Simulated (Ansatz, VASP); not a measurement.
**Two plane-wave programs on Pb**

```
Pb
1.0
     6.20681    0.00000    0.00000
     0.00000    6.20681    0.00000
     0.00000    0.00000    6.20681
Pb
8
Cartesian
  6.2068 0.0000 0.0000
  3.1034 3.1034 3.1034
  1.5517 6.2068 3.1034
  4.6551 6.2068 3.1034
  3.1034 1.5517 6.2068
  3.1034 4.6551 6.2068
  0.0000 3.1034 1.5517
  0.0000 3.1034 4.6551
```

Alike in both runs: functional LDA; k mesh 4 × 4 × 4; occupations fermi-dirac, width 0.1 eV; no spin polarisation.

Ansatz relaxed the structure, and its values are those at the end. VASP's run is a single point on that final structure, the one shown.

|  | VASP | Ansatz |
| --- | --- | --- |
| version | VASP 6.6.1 | Ansatz 0.2.0 |
| potentials or method | VASP PAW LDA potentials, release 64 (Pb_d), cutoff 520 eV | plane waves (420 eV) with PAW, scalar-relativistic |
| valence electrons in the cell | 112 | 112 |

|  | VASP | Ansatz | Ansatz less VASP |
| --- | --- | --- | --- |
| pressure (GPa) | 0.0 | 0.0 | -0.06 |

Ansatz warns that its potentials were made for another functional, while VASP's fit it. LDA's correlation is that of Perdew and Zunger in VASP and of Perdew and Wang (1992) in Ansatz.

Spin-orbit coupling is off throughout.
